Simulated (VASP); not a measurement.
# LiF in VASP: further runs, part 3 of 3

VASP 6.6.1.

## (4) Single point, PBEsol (in-plane strain -0.02)

File INCAR:

```
ALGO     = Normal         # electronic algorithm
EDIFF    = 1E-6           # SCF threshold, eV
ENCUT    = 750            # plane-wave cutoff, eV
GGA      = PS             # functional
GGA_COMPAT= F            
ISIF     = 2              # what is computed and relaxed
ISMEAR   = 0              # smearing method
LASPH    = T              # aspherical terms in the spheres
LCHARG   = F              # write CHGCAR
LREAL    = F              # projectors in reciprocal space
LWAVE    = F              # write WAVECAR
NBANDS   = 12             # bands
NELM     = 120            # most SCF steps
PREC     = Accurate       # precision mode
SIGMA    = 0.01           # smearing width, eV
```

File KPOINTS:

```
k-points
0
Gamma
  10 10 10
```

File POSCAR:

```
LiF
1.0
    1.9638820666      1.9638820666      0.0000000000
   -1.9638820666      1.9638820666      0.0000000000
    0.0000000000      1.9638820666      2.0280088280
Li F
1 1
Direct
    0.0000000000      0.0000000000      0.0000000000
    0.5000000000      0.5000000000      0.0000000000
```

Potentials or basis: VASP PAW PBE potentials, release 64 (Li_sv, F).

On the command line:

```sh
$ cat potpaw_PBE.64/Li_sv/POTCAR potpaw_PBE.64/F/POTCAR > POTCAR
$ mpirun -np 1 vasp_std > vasp.out
```

OUTCAR:

```text
EDIFF = 1E-6
   ENCUT = 750
   GGA = PS
   ISIF = 2
   ISMEAR = 0
   LASPH = T
   LREAL = F
   NELM = 120
   PREC = Accurate

 ion  position               nearest neighbor table
   1  0.000  0.000  0.000-   2 1.96   2 1.96   2 1.96   2 1.96   2 2.03   2 2.03
   2  0.500  0.500  0.000-   1 1.96   1 1.96   1 1.96   1 1.96   1 2.03   1 2.03

  LATTYP: Found a body centered tetragonal cell.
 ALAT       =     2.7773486535
 C/A-ratio  =     1.4603919644

  Lattice vectors:

 A1 = (   1.9638820666,   0.0000000000,  -2.0280088280)
 A2 = (  -1.9638820666,   0.0000000000,  -2.0280088280)
 A3 = (   0.0000000000,   1.9638820666,   2.0280088280)

Analysis of symmetry for initial positions (statically):
=====================================================================
 Subroutine PRICEL returns:
 Original cell was already a primitive cell.

 Routine SETGRP: Setting up the symmetry group for a
 body centered tetragonal supercell.

 Subroutine GETGRP returns: Found 16 space group operations
 (whereof 16 operations were pure point group operations)
 out of a pool of 16 trial point group operations.

The static configuration has the point symmetry D_4h.

Analysis of symmetry for dynamics (positions and initial velocities):
=====================================================================
 Subroutine PRICEL returns:
 Original cell was already a primitive cell.

 Routine SETGRP: Setting up the symmetry group for a
 body centered tetragonal supercell.

 Subroutine GETGRP returns: Found 16 space group operations
 (whereof 16 operations were pure point group operations)
 out of a pool of 16 trial point group operations.

The dynamic configuration has the point symmetry D_4h.

 Subroutine INISYM returns: Found 16 space group operations
 (whereof 16 operations are pure point group operations),
 and found     1 'primitive' translations

----------------------------------------------------------------------------------------

                                     Primitive cell

  volume of cell :      15.6434

  direct lattice vectors                    reciprocal lattice vectors
     1.963882067  1.963882067  0.000000000     0.254597773  0.254597773 -0.246547250
    -1.963882067  1.963882067  0.000000000    -0.254597773  0.254597773 -0.246547250
     0.000000000  1.963882067  2.028008828     0.000000000  0.000000000  0.493094500

  length of vectors
     2.777348653  2.777348653  2.823057310     0.436377816  0.436377816  0.493094500

  position of ions in fractional coordinates (direct lattice)
     0.000000000  0.000000000  0.000000000
     0.500000000  0.500000000  0.000000000

  ion indices of the primitive-cell ions
   primitive index   ion index
                 1           1
                 2           2

----------------------------------------------------------------------------------------

 KPOINTS: k-points

Automatic generation of k-mesh.
 Grid dimensions read from file:
 generate k-points for:   10   10   10

 Generating k-lattice:

  Cartesian coordinates                     Fractional coordinates (reciprocal lattice)
     0.025459777  0.025459777 -0.024654725     0.100000000  0.000000000  0.000000000
    -0.025459777  0.025459777 -0.024654725     0.000000000  0.100000000  0.000000000
     0.000000000  0.000000000  0.049309450     0.000000000  0.000000000  0.100000000

  Length of vectors
     0.043637782  0.043637782  0.049309450

  Shift w.r.t. Gamma in fractional coordinates (k-lattice)
     0.000000000  0.000000000  0.000000000

 Subroutine IBZKPT returns following result:
 ===========================================

 Found    102 irreducible k-points:

 Following reciprocal coordinates:
            Coordinates               Weight
  0.000000  0.000000  0.000000      1.000000
  0.100000  0.000000 -0.000000      8.000000
  0.200000  0.000000 -0.000000      8.000000
  0.300000  0.000000 -0.000000      8.000000
  0.400000  0.000000  0.000000      8.000000
  0.500000  0.000000  0.000000      4.000000
[... 16 lines left out ...]
  0.300000  0.300000 -0.000000      8.000000
  0.400000  0.300000  0.000000     16.000000
 [... further k-points ...]
   k-points           NKPTS =    102   k-points in BZ     NKDIM =    102   number of bands    NBANDS=     12
   number of dos      NEDOS =    301   number of ions     NIONS =      2
   total plane-waves  NPLWV =  21952
   dimension x,y,z NGX =    28 NGY =   28 NGZ =   28
   dimension x,y,z NGXF=    56 NGYF=   56 NGZF=   56
   ions per type =               1   1
   NGX,Y,Z   is equivalent  to a cutoff of  16.76, 16.76, 16.49 a.u.
   NGXF,Y,Z  is equivalent  to a cutoff of  33.52, 33.52, 32.98 a.u.
 SYSTEM =  unknown system
   PREC   = accura    normal or accurate (medium, high low for compatibility)
   ISTART =      0    job   : 0-new  1-cont  2-samecut
   ICHARG =      2    charge: 1-file 2-atom 10-const
   ISPIN  =      1    spin polarized calculation?
   LNONCOLLINEAR =      F non collinear calculations
   LSORBIT =      F    spin-orbit coupling
   LASPH  =      T    aspherical Exc in radial PAW
   ENCUT  =  750.0 eV  55.12 Ry    7.42 a.u.   6.20  6.20  6.30*2*pi/ulx,y,z
   NELM   =    120;   NELMIN=  2; NELMDL= -5     # of ELM steps
   EDIFF  = 0.1E-05   stopping-criterion for ELM
   LREAL  =      F    real-space projection
   EDIFFG = 0.1E-04   stopping-criterion for IOM
   NSW    =      0    number of steps for IOM
   IBRION =     -1    ionic relax: 0-MD 1-quasi-New 2-CG
   NFREE  =      0    steps in history (QN), initial steepest desc. (CG)
   ISIF   =      2    stress and relaxation
   ISYM   =      2    0-nonsym 1-usesym 2-fastsym
   POTIM  = 0.5000    time-step for ionic-motion
   TEBEG  =    0.0;   TEEND  =   0.0 temperature during run
   PSTRESS=    0.0 pullay stress
   NELECT =      10.0000    total number of electrons
   NUPDOWN=      -1.0000    fix difference up-down
   EMIN   =  10.00;   EMAX   =-10.00  energy-range for DOS
   EFERMI =   0.00;   METHOD = LEGACY
   ISMEAR =     0;   SIGMA  =   0.01  broadening in eV -4-tet -1-fermi 0-gaus
   EFERMI_NEDOS =   21; number of points for ismear=-14 and -15
   IALGO  =     38    algorithm
   IMIX   =      4    mixing-type and parameters
     AMIX     =   0.40;   BMIX     =  1.00
     AMIX_MAG =   1.60;   BMIX_MAG =  1.00
  volume/ion in A,a.u.               =       7.82        52.78
  Fermi-wavevector in a.u.,A,eV,Ry     =   1.410256  2.664997 27.059565  1.988822
  Thomas-Fermi vector in A             =   2.532228
   LORBIT       =      0    0 simple, 1 ext, 2 COOP (PROOUT), +10 PAW based schemes
   GGA     = PS    functional components
   LHFCALC =     F    Hartree Fock is set to
   AEXX    =    0.0000 exact exchange contribution
   IVDW    =     0    specifies the selected vdW correction
   LEPSILON=     F    determine dielectric tensor
   LRPA    =     F    only Hartree local field effects (RPA)
 non-spin polarized calculation
 Gauss-broadening in eV      SIGMA  =   0.01
  energy-cutoff  :      750.00
  volume of cell :       15.64
 maximum number of plane-waves:       743
 NGX is ok and might be reduce to    28
   NGX = 13   NGY = 13   NGZ = 13

 number of electron      10.0000002 magnetization

 Free energy of the ion-electron system (eV)
  ---------------------------------------------------
  ext. energy  EPLUGINS =         0.00000000
  ---------------------------------------------------
  free energy    TOTEN  =        -9.85117133 eV

  energy without entropy =       -9.85117133  energy(sigma->0) =       -9.85117133

 E-fermi :  -0.6562     XC(G=0): -10.4207

 val. band max:       -0.8053115177   @ k =   0.0000   0.0000   0.0000
 cond. band min:       8.4426294560   @ k =   0.0000   0.0000   0.0000
 fundamental gap:      9.2479409737
 Fermi energy:        -0.6561733965

 k-point     1 :       0.0000    0.0000    0.0000
  band No.  band energies     occupation
      1     -40.9496      2.00000
      2     -20.8352      2.00000
      3      -0.8764      2.00000
      4      -0.8764      2.00000
      5      -0.8053      2.00000
      6       8.4426      0.00000
      7      23.0442      0.00000
      8      23.5176      0.00000
      9      23.8040      0.00000
     10      23.8040      0.00000
     11      23.8079      0.00000
     12      23.8079      0.00000
[... 331 lines left out ...]
 k-point    24 :       0.4000    0.3000    0.0000
  band No.  band energies     occupation
      1     -40.8551      2.00000
      2     -20.1413      2.00000
      3      -3.3764      2.00000
      4      -2.5725      2.00000
      5      -1.5530      2.00000
      6      12.8546      0.00000
      7      14.6769      0.00000
      8      18.2981      0.00000
      9      18.8203      0.00000
     10      24.0283      0.00000
     11      31.9317      0.00000
     12      33.2266      0.00000

 [... further k-points ...]
[... 5 lines left out ...]
  --------------------------------------------------------------------------------------
  -------------------------------------------------------------------------------------
  Total        0.2913400      0.2913400     -0.0078071      0.0000000      0.0000000      0.0000000
  in kB       29.8387110     29.8387110     -0.7995964      0.0000000      0.0000000      0.0000000
  external PRESSURE =      19.6259419 kB  Pullay stress =       0.0000000 kB

 VOLUME and BASIS-vectors are now :
 -----------------------------------------------------------------------------
  energy-cutoff  :      750.00
  volume of cell :       15.64
      direct lattice vectors                 reciprocal lattice vectors
     1.963882067  1.963882067  0.000000000     0.254597773  0.254597773 -0.246547250
    -1.963882067  1.963882067  0.000000000    -0.254597773  0.254597773 -0.246547250
     0.000000000  1.963882067  2.028008828     0.000000000  0.000000000  0.493094500

 POSITION                                       TOTAL-FORCE (eV/Angst)
 -----------------------------------------------------------------------------------
      0.00000      0.00000      0.00000         0.000000     -0.000000      0.000000
      0.00000      1.96388      0.00000        -0.000000      0.000000      0.000000
 -----------------------------------------------------------------------------------
    total drift:                               -0.000000      0.000000     -0.000000

  FREE ENERGIE OF THE ION-ELECTRON SYSTEM (eV)
  ---------------------------------------------------
  free  energy   TOTEN  =        -9.8511713350 eV

  energy  without entropy=       -9.8511713350  energy(sigma->0) =       -9.85117133
```

Wall time 47 s (1 thread of Intel Xeon 8259CL, shared host); peak memory 0.17 GiB.

Results:

| Property | Result |
| --- | --- |
| Free energy | -9.8512 eV |
| Pressure | 2.0 GPa |
| Band gap on the k mesh | 9.25 eV |

Stress tensor (GPa, compression positive):
```
 2.98  0.00  0.00
 0.00  2.98  0.00
 0.00  0.00 -0.08
```

Caveat: the cell differs from its parent crystal (in-plane strain -0.02); the PAW data sets were made with another functional, which shifts forces and pressure a little.

## (5) Single point, PBEsol (in-plane strain -0.01, then relaxed in part)

File INCAR:

```
SYSTEM = LiF
PREC = Accurate
ENCUT = 750
EDIFF = 1E-6
ISMEAR = 0
SIGMA = 0.01
LREAL = .False.
LASPH = .True.
NELM = 120
ALGO = Normal
ISIF = 2
LWAVE = .False.
LCHARG = .False.
GGA = PS
NBANDS = 12
GGA_COMPAT = .False.
```

File KPOINTS:

```
regular mesh
0
Gamma
  10 10 10
  0 0 0
```

File POSCAR:

```
LiF
1.0
    1.9839216796      1.9839216796      0.0000000000
   -1.9839216796      1.9839216796      0.0000000000
    0.0000000000      1.9839216796      2.0182562245
Li F
1 1
Direct
    0.0000000000      0.0000000000      0.0000000000
    0.5000000000      0.5000000000      0.0000000000
```

On the command line:

```sh
$ cat potpaw_PBE.64/Li_sv/POTCAR potpaw_PBE.64/F/POTCAR > POTCAR
$ mpirun -np 1 vasp_std > vasp.out
```

It took 49 s on 1 thread of Intel Xeon 8259CL, shared host; peak memory 0.16 GiB.

The run converged. Its results:

```yaml
Free_energy: -9.8561 eV
Pressure: 0.6 GPa
Band_gap_on_the_k_mesh: 9.13 eV
```

Stress tensor (GPa, compression positive):
```
 1.12  0.00  0.00
 0.00  1.12  0.00
 0.00  0.00 -0.40
```

Levels at points of the mesh, in eV from the valence-band top:
```tsv
k point	band 3	band 4	band 5	band 6	band 7	band 8
(0.00, 0.00, 0.00)	-0.04	-0.04	0.00	9.13	23.90	24.27
(0.50, 0.00, 0.00)	-2.67	-0.29	-0.25	10.70	16.85	18.79
(0.50, 0.50, 0.00)	-3.21	-1.16	-1.04	14.97	16.23	17.64
(0.00, 0.00, 0.50)	-3.22	-1.05	-1.05	14.66	16.46	17.61
```

Caveat: the cell differs from its parent crystal (in-plane strain -0.01, then relaxed in part); the PAW data sets were made with another functional, which shifts forces and pressure a little. A k mesh can miss the band edges.

## (6) Single point, PBEsol (in-plane strain -0.01)

File INCAR:

```
PREC = Accurate
ENCUT = 750
EDIFF = 1E-6
ISMEAR = 0
SIGMA = 0.01
LREAL = F
LASPH = T
NELM = 120
ALGO = Normal
ISIF = 2
LWAVE = F
LCHARG = T
GGA = PS
LELF = T
LVHAR = T
NBANDS = 12
GGA_COMPAT = F
```

File KPOINTS:

```
regular mesh
0
Gamma
  10 10 10
```

Edit POSCAR of step 5 so:

```diff
@@ -4,3 +4,3 @@
    -1.9839216796      1.9839216796      0.0000000000
-    0.0000000000      1.9839216796      2.0182562245
+    0.0000000000      1.9839216796      2.0159850602
 Li F
```

Potentials or basis: VASP PAW PBE potentials, release 64 (Li_sv, F).

On the command line:

```sh
$ cat potpaw_PBE.64/Li_sv/POTCAR potpaw_PBE.64/F/POTCAR > POTCAR
$ mpirun -np 1 vasp_std > vasp.out
```

It took 51 s on 1 thread of Intel Xeon 8259CL, shared host; peak memory 0.17 GiB.

Results (log left out):

| Quantity | Value |
| --- | --- |
| Free energy | -9.8561 eV |
| Pressure | 0.7 GPa |
| Band gap on the k mesh | 9.14 eV |

Stress tensor (GPa, compression positive):
```
 1.18  0.00  0.00
 0.00  1.18  0.00
 0.00  0.00 -0.26
```

Levels at points of the mesh, in eV from the valence-band top:
| k point | band 2 | band 3 | band 4 | band 5 | band 6 | band 7 | band 8 | band 9 |
| --- | --- | --- | --- | --- | --- | --- | --- | --- |
| (0.00, 0.00, 0.00) | -19.97 | -0.04 | -0.04 | 0.00 | 9.14 | 23.93 | 24.29 | 24.31 |
| (0.50, 0.00, 0.00) | -19.50 | -2.68 | -0.28 | -0.25 | 10.70 | 16.86 | 18.81 | 19.10 |
| (0.50, 0.50, 0.00) | -19.20 | -3.21 | -1.15 | -1.05 | 14.98 | 16.24 | 17.65 | 20.20 |
| (0.00, 0.00, 0.50) | -19.22 | -3.22 | -1.05 | -1.05 | 14.68 | 16.46 | 17.63 | 20.56 |

Caveat: the cell differs from its parent crystal (in-plane strain -0.01); the PAW data sets were made with another functional, which shifts forces and pressure a little. A k mesh can miss the band edges.

## (7) Summary

```tsv
cell	gap on the mesh (eV)	pressure (GPa)
a = 2.834 Å, angles 60.0, 60.0, 90.0°, 2 atoms	9.04	-0.4
a = 2.777, b = 2.777, c = 2.828 Å, angles 60.6, 60.6, 90.0°, 2 atoms	9.21	1.7
a = 2.777, b = 2.777, c = 2.823 Å, angles 60.5, 60.5, 90.0°, 2 atoms	9.25	2.0
a = 2.806, b = 2.806, c = 2.830 Å, angles 60.3, 60.3, 90.0°, 2 atoms	9.13	0.6
a = 2.806, b = 2.806, c = 2.828 Å, angles 60.3, 60.3, 90.0°, 2 atoms	9.14	0.7
```

Alike in all rows: task single point; level PBEsol; potentials or basis VASP PAW PBE potentials, release 64 (Li_sv, F); no spin polarisation; k mesh 10 × 10 × 10; cutoff (eV) 750; smearing gaussian 0.01 eV.

Caveats: the PAW data sets were made with another functional, which shifts forces and pressure a little.

Absolute energies hang on the potentials; compare differences alone.
